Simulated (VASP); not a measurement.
Crystal: Rh.

```
CELL_PARAMETERS angstrom
0.00000 1.88511 1.88511
1.88511 0.00000 1.88511
1.88511 1.88511 0.00000
ATOMIC_POSITIONS crystal
Rh 0.00000 0.00000 0.00000
```

Base run:

```yaml
Program: VASP 6.6.1
Functional: PBE
Potentials_or_basis: VASP PAW PBE potentials, release 64 (Rh_pv)
Cutoff: 520 eV
k_mesh: 12 × 12 × 12
Occupations: fermi-dirac, width 0.05 eV
Spin: no spin polarisation
```

Its results: pressure 13.7 GPa.

Problem. The run is repeated on the same cell with these changes: functional from PBE to revPBE. What comes out?

Solution. Pressure 17.1 GPa.

revPBE binds less tightly than PBE, so the same cell stands under more pressure.

Caveats: the PAW data sets were made with another functional, which shifts forces and pressure a little (some runs).
